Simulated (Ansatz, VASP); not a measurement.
# Two plane-wave programs on ZrB2

```xyz
3
Lattice="3.1650 0.0000 0.0000 -1.5825 2.7410 0.0000 0.0000 0.0000 3.5200" Properties=species:S:1:pos:R:3 pbc="T T T"
Zr    0.0000    0.0000    0.0000
B     0.0000    1.8273    1.7600
B     1.5825    0.9137    1.7600
```

Alike in both runs: task single point; functional PBEsol; k mesh 6 × 6 × 6; occupations gaussian, width 0.1 eV; no spin polarisation.

|  | VASP | Ansatz |
| --- | --- | --- |
| version | VASP 6.6.1 | Ansatz 0.2.0 |
| potentials or method | VASP PAW PBE potentials, release 64 (Zr_sv, B), cutoff 500 eV | scalar-relativistic, plane waves, PAW |
| valence electrons in the cell | 18 | 18 |

|  | VASP | Ansatz | Ansatz less VASP |
| --- | --- | --- | --- |
| gap on the k mesh at the Fermi level (eV) | none | none | - |
| pressure (GPa) | -1.9 | -2.3 | -0.37 |
| traceless stress, the component that is largest in VASP (GPa) | -1.22 | -1.22 | +0.005 |

VASP's potentials were made for PBE, not for PBEsol. A gap of «none» marks a metal or a gap that the smearing closes.

The k mesh is coarse, so the values compare programs but aren't converged.
